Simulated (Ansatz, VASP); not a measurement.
# One calculation of Mg9O8, two programs

```xyz
17
Lattice="0.0000 4.3915 4.3915 4.3915 0.0000 4.3915 4.3915 4.3915 0.0000" Properties=species:S:1:pos:R:3 pbc="T T T"
Mg   -0.0081   -0.0080    0.0018
Mg    2.1926    2.1927   -0.0001
Mg    2.1904   -0.0085    2.2025
Mg    4.5828    1.9956    2.0030
Mg   -0.0086    2.1905    2.2025
Mg    1.9960    4.5826    2.0033
Mg    2.0366    2.0366    4.5523
Mg    4.5909    4.5910    4.6007
Mg    3.3379    3.3373    3.2649
O     2.1835    2.1836    2.2265
O     4.4357    4.4362    2.1402
O     4.3606    2.1703    4.4118
O     6.6194    4.3685    4.3598
O     2.1707    4.3607    4.4113
O     4.3685    6.6195    4.3597
O     4.3472    4.3472    6.6326
O     6.6174    6.6174    6.6105
```

Alike in both runs: functional PBE; k mesh 2 × 2 × 2; occupations gaussian, width 0.05 eV; no spin polarisation.

Ansatz relaxed the structure, and its values are those at the end. VASP's run is a single point on that final structure, the one shown.

```csv
,VASP,Ansatz
version,VASP 6.6.1,Ansatz 0.2.0
potentials or method,"VASP PAW PBE potentials, release 64 (Mg, O), cutoff 520 eV","scalar-relativistic, plane waves, PAW"
valence electrons in the cell,66,138
```

```csv
,VASP,Ansatz,Ansatz less VASP
rms of the force components (eV/Å),0.009,0.004,-0.0047
```

VASP's potentials hold 66 valence electrons a cell and Ansatz's 138, so a difference there can come from the potentials and not from the codes.

The k mesh is coarse, so the values compare programs but aren't converged.
